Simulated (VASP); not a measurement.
Here is a VASP 6.6.1 calculation.

Contents of POSCAR:

```
KF
1.0
    0.0000000000      2.6940468600      2.6940468600
    2.6940468600      0.0000000000      2.6940468600
    2.6940468600      2.6940468600      0.0000000000
K F
1 1
Direct
    0.0000000000      0.0000000000      0.0000000000
    0.5000000000      0.5000000000      0.5000000000
```

The input INCAR.step1:

```
SYSTEM = KF
PREC = Accurate
ENCUT = 520
ISMEAR = -1
SIGMA = 0.02
LREAL = .FALSE.
LASPH = .TRUE.
NELM = 100
NBANDS = 15
GGA = PE
ALGO = Normal
EDIFF = 1E-4
LWAVE = .TRUE.
LCHARG = .FALSE.
```

File INCAR.step2:

```
SYSTEM = KF
PREC = Accurate
ENCUT = 520
EDIFF = 1E-6
ISMEAR = -1
SIGMA = 0.02
LREAL = .FALSE.
LASPH = .TRUE.
NELM = 100
ALGO = Normal
ISIF = 2
LWAVE = .FALSE.
LCHARG = .FALSE.
METAGGA = R2SCAN
LMIXTAU = .TRUE.
NBANDS = 15
ISTART = 1
```

Contents of KPOINTS:

```
Automatic mesh
0
G
  10 10 10
  0 0 0
```

Potentials or basis: VASP PAW PBE potentials, release 64 (K_sv, F).

The run is started by

```console
$ cat potpaw_PBE.64/K_sv/POTCAR potpaw_PBE.64/F/POTCAR > POTCAR
$ cp INCAR.step1 INCAR
$ mpirun -np 1 vasp_std > vasp.out
$ cp INCAR.step2 INCAR
$ mpirun -np 1 vasp_std > vasp.out
```

(1) Predict the band gap on the k mesh.

(2) Predict the pressure.

Answers

(1) 6.70 eV, direct.

(2) -1.3 GPa.

Caveat: the PAW data sets were made with another functional, which shifts forces and pressure a little.
